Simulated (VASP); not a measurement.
Al2Cu, 3 atoms in the cell. The structure is tetragonal, space group I4/mmm (No. 139). The conventional cell has a = 3.995 Å, b = 3.995 Å, c = 5.636 Å, α = 90.00°, β = 90.00°, γ = 90.00°. Within 3.2 Å of Cu (site symmetry 4/mmm) lie 8 Al at 2.44 Å. Al (site symmetry -4m2) has 4 Cu at 2.44 Å and 6 Al at 2.82 Å within 3.2 Å. 

* Program: VASP 6.6.1
* Task: single point
* Functional: PBEsol
* Potentials or basis: VASP PAW PBE potentials, release 64 (Cu, Al)
* Cutoff: 520 eV
* k mesh: 9 × 9 × 9
* Occupations: fermi-dirac, width 0.05 eV
* Spin: no spin polarisation
* Dipole correction: no
* Further INCAR settings: ALGO = Normal; EDIFF = 1e-07; NBANDS = 16

Potentials or basis: VASP PAW PBE potentials, release 64 (Cu, Al).

Command:

```sh
$ cat potpaw_PBE.64/Cu/POTCAR potpaw_PBE.64/Al/POTCAR > POTCAR
$ mpirun -np 1 vasp_std > vasp.out
```

Hardware: 1 thread of Intel(R) Xeon(R) 6975P-C (Granite Rapids), on a shared host.

**Question.** Estimate the wall time of this run.

**Answer.** It took 29 s on 1 thread of Intel(R) Xeon(R) 6975P-C (Granite Rapids), on a shared host, peak memory 0.2 GiB. Counts: scf iterations 15, k points 75.
